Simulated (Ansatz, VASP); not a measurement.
## Ru4C in VASP and in Ansatz

The input INCAR:

```
  PREC = Accurate
  ENCUT = 520
  EDIFF = 1E-6
  ISMEAR = 0
  SIGMA = 0.1
  LREAL = F
  LASPH = T
  NELM = 150
  ALGO = Fast
  ISIF = 2
  LWAVE = F
  LCHARG = T
  ISPIN = 2
  MAGMOM = 0 0 0 0 2
  LORBIT = 11
  LMAXMIX = 4
  LDIPOL = T
  IDIPOL = 3
  DIPOL = 0.5 0.5 0.358
  GGA = CA
  LELF = T
  LVHAR = T
  LVACPOTAV = T
  NBANDS = 42
```

KPOINTS

```
regular mesh
0
Gamma
  12 12 1
```

Contents of POSCAR:

```
Ru4C
1.0
    2.6740588489      0.0000000000      0.0000000000
   -1.3370294244      2.3158028943      0.0000000000
    0.0000000000      0.0000000000     23.2622039167
Ru C
4 1
Direct
    0.6666666667      0.3333333333      0.1719527528
    0.3333333333      0.6666666667      0.2628031512
    0.6666666667      0.3333333333      0.3532811882
    0.3333333333      0.6666666667      0.4411535534
    0.8333333333      0.6666666667      0.5602308347
```

Input for Ansatz:

```yaml
crystal:
  lattice:
    - [2.6740588489, 0.0, 0.0]
    - [-1.3370294244, 2.3158028943, 0.0]
    - [0.0, 0.0, 23.2622039167]
  atoms:
    - { symbol: Ru, position: [0.6666666667, 0.3333333333, 0.1719527528] }
    - { symbol: Ru, position: [0.3333333333, 0.6666666667, 0.2628031512] }
    - { symbol: Ru, position: [0.6666666667, 0.3333333333, 0.3532811882] }
    - { symbol: Ru, position: [0.3333333333, 0.6666666667, 0.4411535534] }
    - { symbol: C, position: [0.8333333333, 0.6666666667, 0.5602308347], spin: 2.0 }
basis:
  ecutwfc: 420
kpoints:
  mp_grid: { grid: [12, 12, 1] }
hamiltonian:
  xc: lda
  pseudopotentials: { kind: paw, azcp: { folder: soft_1 } }
scf:
  occupations: { method: gaussian, width: 0.1 }
output:
  forces: true
  eigenvalues: true
  populations: true
magnetization:
  spin_polarized: true
efield:
  axis: 3
  dipole_correction: true
  ramp_width: 0.04
```

Alike in both runs: task single point; functional LDA; k mesh 12 × 12 × 1; occupations gaussian, width 0.1 eV; collinear spin.

|  | VASP | Ansatz |
| --- | --- | --- |
| version | VASP 6.6.1 | Ansatz 0.2.0 |
| potentials or method | VASP PAW LDA potentials, release 64 (Ru_pv, C), cutoff 520 eV | scalar-relativistic, plane waves, PAW |
| valence electrons in the cell | 60 | 68 |

|  | VASP | Ansatz | Ansatz less VASP |
| --- | --- | --- | --- |
| gap on the k mesh at the Fermi level (eV) | none | none | - |
| rms of the force components (eV/Å) | 0.586 | 0.580 | -0.0062 |
| net moment per atom (μB) | 0.00 | 0.00 | 0.000 |
| work function, face that differs most (eV) | 6.32 | 6.32 | -0.004 |

Ansatz warns that its potentials were made for another functional, while VASP's fit it. LDA's correlation is that of Perdew and Zunger in VASP and of Perdew and Wang (1992) in Ansatz. Atom by atom the forces differ by 0.019 eV/Å (rms over components). A gap of «none» marks a metal or a gap that the smearing closes. VASP's potentials hold 60 valence electrons a cell and Ansatz's 68, so a difference there can come from the potentials and not from the codes. Ansatz's warnings: seeded moment not kept.
